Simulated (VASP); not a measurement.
# ScAl (Pm-3m) in VASP: electric field gradients with PBEsol

Aim: the electric field gradients of ScAl with PBEsol.

All numbers are computed with VASP 6.6.1; they aren't measurements. Logs are shortened: lines on timing, memory, paths and dates and some standing lists are left out, and cuts for length are marked.

## (1) The cell of the first run

It takes space group Pm-3m (No. 221, cubic). Conventional cell: a = 3.345 Å, b = 3.345 Å, c = 3.345 Å, α = 90.00°, β = 90.00°, γ = 90.00°. Within 3.8 Å of Sc (site symmetry m-3m) lie 8 Al at 2.90 Å and 6 Sc at 3.34 Å. Al (site symmetry m-3m) has 8 Sc at 2.90 Å and 6 Al at 3.34 Å within 3.8 Å.

## (2) Electric field gradients, PBEsol

INCAR

```
SYSTEM = ScAl
PREC = Accurate
ENCUT = 520
EDIFF = 1E-8
ISMEAR = -1
SIGMA = 0.05
LREAL = .FALSE.
LASPH = .TRUE.
NELM = 80
ALGO = Normal
ISIF = 2
LWAVE = .FALSE.
LCHARG = .FALSE.
GGA = PS
LEFG = .TRUE.
NBANDS = 14
```

KPOINTS

```
Automatic mesh
0
G
  12 12 12
  0 0 0
```

POSCAR

```
ScAl
1.0
    3.3446046979      0.0000000000      0.0000000000
    0.0000000000      3.3446046979      0.0000000000
    0.0000000000      0.0000000000      3.3446046979
Sc Al
1 1
Direct
    0.5000000000      0.5000000000      0.5000000000
    0.0000000000      0.0000000000      0.0000000000
```

Potentials or basis: VASP PAW PBE potentials, release 64 (Sc_sv, Al).

Started as:

```
cat potpaw_PBE.64/Sc_sv/POTCAR potpaw_PBE.64/Al/POTCAR > POTCAR
mpirun -np 1 vasp_std > vasp.out
```

OUTCAR:

```text
SYSTEM = ScAl
   PREC = Accurate
   ENCUT = 520
   EDIFF = 1E-8
   ISMEAR = -1
   LREAL = .FALSE.
   LASPH = .TRUE.
   NELM = 80
   ISIF = 2
   GGA = PS

 ion  position               nearest neighbor table
   1  0.500  0.500  0.500-   2 2.90   2 2.90   2 2.90   2 2.90   2 2.90   2 2.90   2 2.90   2 2.90

   2  0.000  0.000  0.000-   1 2.90   1 2.90   1 2.90   1 2.90   1 2.90   1 2.90   1 2.90   1 2.90

  LATTYP: Found a simple cubic cell.
 ALAT       =     3.3446046979

  Lattice vectors:

 A1 = (   3.3446046979,   0.0000000000,   0.0000000000)
 A2 = (   0.0000000000,   3.3446046979,   0.0000000000)
 A3 = (   0.0000000000,   0.0000000000,   3.3446046979)

Analysis of symmetry for initial positions (statically):
=====================================================================
 Subroutine PRICEL returns:
 Original cell was already a primitive cell.

 Routine SETGRP: Setting up the symmetry group for a
 simple cubic supercell.

 Subroutine GETGRP returns: Found 48 space group operations
 (whereof 48 operations were pure point group operations)
 out of a pool of 48 trial point group operations.

The static configuration has the point symmetry O_h .

Analysis of symmetry for dynamics (positions and initial velocities):
=====================================================================
 Subroutine PRICEL returns:
 Original cell was already a primitive cell.

 Routine SETGRP: Setting up the symmetry group for a
 simple cubic supercell.

 Subroutine GETGRP returns: Found 48 space group operations
 (whereof 48 operations were pure point group operations)
 out of a pool of 48 trial point group operations.

The dynamic configuration has the point symmetry O_h .

 Subroutine INISYM returns: Found 48 space group operations
 (whereof 48 operations are pure point group operations),
 and found     1 'primitive' translations

----------------------------------------------------------------------------------------

                                     Primitive cell

  volume of cell :      37.4140

  direct lattice vectors                    reciprocal lattice vectors
     3.344604698  0.000000000  0.000000000     0.298988996  0.000000000  0.000000000
     0.000000000  3.344604698  0.000000000     0.000000000  0.298988996  0.000000000
     0.000000000  0.000000000  3.344604698     0.000000000  0.000000000  0.298988996

  length of vectors
     3.344604698  3.344604698  3.344604698     0.298988996  0.298988996  0.298988996

  position of ions in fractional coordinates (direct lattice)
     0.500000000  0.500000000  0.500000000
     0.000000000  0.000000000  0.000000000

  ion indices of the primitive-cell ions
   primitive index   ion index
                 1           1
                 2           2

----------------------------------------------------------------------------------------

 KPOINTS: Automatic mesh

Automatic generation of k-mesh.
 Grid dimensions read from file:
 generate k-points for:   12   12   12

 Generating k-lattice:

  Cartesian coordinates                     Fractional coordinates (reciprocal lattice)
     0.024915750  0.000000000  0.000000000     0.083333333  0.000000000  0.000000000
     0.000000000  0.024915750  0.000000000     0.000000000  0.083333333  0.000000000
     0.000000000  0.000000000  0.024915750     0.000000000  0.000000000  0.083333333

  Length of vectors
     0.024915750  0.024915750  0.024915750

  Shift w.r.t. Gamma in fractional coordinates (k-lattice)
     0.000000000  0.000000000  0.000000000

 Subroutine IBZKPT returns following result:
 ===========================================

 Found     84 irreducible k-points:

 Following reciprocal coordinates:
            Coordinates               Weight
  0.000000  0.000000  0.000000      1.000000
  0.083333  0.000000  0.000000      6.000000
[... 31 lines left out ...]
 SYSTEM =  ScAl
   PREC   = accura    normal or accurate (medium, high low for compatibility)
   ISTART =      0    job   : 0-new  1-cont  2-samecut
   ICHARG =      2    charge: 1-file 2-atom 10-const
   ISPIN  =      1    spin polarized calculation?
   LNONCOLLINEAR =      F non collinear calculations
   LSORBIT =      F    spin-orbit coupling
   LASPH  =      T    aspherical Exc in radial PAW
   ENCUT  =  520.0 eV  38.22 Ry    6.18 a.u.   6.22  6.22  6.22*2*pi/ulx,y,z
   NELM   =     80;   NELMIN=  2; NELMDL= -5     # of ELM steps
   EDIFF  = 0.1E-07   stopping-criterion for ELM
   LREAL  =      F    real-space projection
   EDIFFG = 0.1E-06   stopping-criterion for IOM
   NSW    =      0    number of steps for IOM
   IBRION =     -1    ionic relax: 0-MD 1-quasi-New 2-CG
   NFREE  =      0    steps in history (QN), initial steepest desc. (CG)
   ISIF   =      2    stress and relaxation
   ISYM   =      2    0-nonsym 1-usesym 2-fastsym
   POTIM  = 0.5000    time-step for ionic-motion
   TEBEG  =    0.0;   TEEND  =   0.0 temperature during run
   PSTRESS=    0.0 pullay stress
   NELECT =      14.0000    total number of electrons
   NUPDOWN=      -1.0000    fix difference up-down
   EMIN   =  10.00;   EMAX   =-10.00  energy-range for DOS
   EFERMI =   0.00;   METHOD = LEGACY
   ISMEAR =    -1;   SIGMA  =   0.05  broadening in eV -4-tet -1-fermi 0-gaus
   EFERMI_NEDOS =   21; number of points for ismear=-14 and -15
   IALGO  =     38    algorithm
   IMIX   =      4    mixing-type and parameters
     AMIX     =   0.40;   BMIX     =  1.00
     AMIX_MAG =   1.60;   BMIX_MAG =  1.00
  volume/ion in A,a.u.               =      18.71       126.24
  Fermi-wavevector in a.u.,A,eV,Ry     =   1.179703  2.229316 18.935219  1.391699
  Thomas-Fermi vector in A             =   2.316009
   LORBIT       =      0    0 simple, 1 ext, 2 COOP (PROOUT), +10 PAW based schemes
   GGA     = PS    functional components
   LHFCALC =     F    Hartree Fock is set to
   AEXX    =    0.0000 exact exchange contribution
   IVDW    =     0    specifies the selected vdW correction
   LEPSILON=     F    determine dielectric tensor
   LRPA    =     F    only Hartree local field effects (RPA)
 non-spin polarized calculation
  energy-cutoff  :      520.00
  volume of cell :       37.41
 maximum number of plane-waves:      1024
 NGX is ok and might be reduce to    28
   NGX = 13   NGY = 13   NGZ = 13

 number of electron      14.0000002 magnetization

 Free energy of the ion-electron system (eV)
  ---------------------------------------------------
  ext. energy  EPLUGINS =         0.00000000
  ---------------------------------------------------
  free energy    TOTEN  =       -11.62634186 eV

  energy without entropy =      -11.62006511  energy(sigma->0) =      -11.62320349

 E-fermi :   6.1353     XC(G=0): -10.5007

 val. band max:        6.1131903411   @ k =   0.3333   0.0000   0.0000
 cond. band min:       6.2056668337   @ k =   0.5000   0.1667   0.0000
 fundamental gap:      0.0924764926
 Fermi energy:         6.1352659502

 k-point     1 :       0.0000    0.0000    0.0000
  band No.  band energies     occupation
      1     -43.0088      2.00000
      2     -21.6846      2.00000
      3     -21.6846      2.00000
      4     -21.6846      2.00000
      5      -2.3971      2.00000
      6       5.4381      2.00000
      7       5.4381      2.00000
      8       8.9289      0.00000
      9       8.9289      0.00000
     10       8.9289      0.00000
     11       9.9864      0.00000
     12       9.9864      0.00000
     13       9.9864      0.00000
     14      14.9030      0.00000
[... 377 lines left out ...]
      1     -42.9811      2.00000
      2     -21.8479      2.00000
      3     -21.8086      2.00000
      4     -21.6547      2.00000
      5       0.8330      2.00000
      6       3.4141      2.00000
      7       4.7475      2.00000
      8       6.4199      0.00671
      9       7.5336      0.00000
     10       7.9698      0.00000
     11       9.8891      0.00000
     12      11.1987      0.00000
     13      12.1605      0.00000
     14      13.7226      0.00000

 [... further k-points ...]

------------------------ aborting loop because EDIFF is reached ----------------------------------------

  FORCE on cell =-STRESS in cart. coord.  units (eV):
  Direction    XX          YY          ZZ          XY          YZ          ZX
  --------------------------------------------------------------------------------------
  -------------------------------------------------------------------------------------
  Total        0.0288979      0.0288979      0.0288979     -0.0000000     -0.0000000     -0.0000000
  in kB        1.2374926      1.2374926      1.2374926     -0.0000000     -0.0000000     -0.0000000
  external PRESSURE =       1.2374926 kB  Pullay stress =       0.0000000 kB

 VOLUME and BASIS-vectors are now :
 -----------------------------------------------------------------------------
  energy-cutoff  :      520.00
  volume of cell :       37.41
      direct lattice vectors                 reciprocal lattice vectors
     3.344604698  0.000000000  0.000000000     0.298988996  0.000000000  0.000000000
     0.000000000  3.344604698  0.000000000     0.000000000  0.298988996  0.000000000
     0.000000000  0.000000000  3.344604698     0.000000000  0.000000000  0.298988996

 POSITION                                       TOTAL-FORCE (eV/Angst)
 -----------------------------------------------------------------------------------
      1.67230      1.67230      1.67230         0.000000      0.000000      0.000000
      0.00000      0.00000      0.00000         0.000000      0.000000      0.000000
 -----------------------------------------------------------------------------------
    total drift:                                0.000000      0.000000      0.000000

  FREE ENERGIE OF THE ION-ELECTRON SYSTEM (eV)
  ---------------------------------------------------
  free  energy   TOTEN  =       -11.6263418580 eV

  energy  without entropy=      -11.6200651131  energy(sigma->0) =      -11.62320349

 Electric field gradients (V/A^2)
---------------------------------------------------------------------
 ion       V_xx      V_yy      V_zz      V_xy      V_xz      V_yz
---------------------------------------------------------------------
   1      -0.000     0.000    -0.000    -0.000     0.000     0.000
   2       0.000    -0.000    -0.000     0.000    -0.000     0.000
---------------------------------------------------------------------

 Electric field gradients after diagonalization (V/A^2)
 (convention: |V_zz| > |V_xx| > |V_yy|)
----------------------------------------------------------------------
 ion       V_xx      V_yy      V_zz     asymmetry (V_yy - V_xx)/ V_zz
----------------------------------------------------------------------
   1       0.000    -0.000    -0.000       0.316
   2       0.000    -0.000    -0.000       0.090
----------------------------------------------------------------------

           NMR quadrupolar parameters

 Cq : quadrupolar parameter    Cq=e*Q*V_zz/h
 eta: asymmetry parameters     (V_yy - V_xx)/ V_zz
 Q  : nuclear electric quadrupole moment in mb (millibarn)
----------------------------------------------------------------------
 ion       Cq(MHz)       eta       Q (mb)
----------------------------------------------------------------------
   1      -0.000       0.316       1.000
   2      -0.000       0.090       1.000
----------------------------------------------------------------------
```

It took 26 s on 1 thread of Intel Xeon 6975P-C (Granite Rapids), shared host; peak memory 0.18 GiB.

Results:

```
Free energy            : -11.6263 eV
Pressure               : 0.1 GPa
Band gap on the k mesh : zero (band 7 reaches 6.48 eV, above the bottom of band 8 at 5.29 eV)
```

Caveat: without QUAD_EFG the Cq values of the log hold for a quadrupole moment of 1 mb, not for the nuclei; the PAW data sets were made with another functional, which shifts forces and pressure a little.
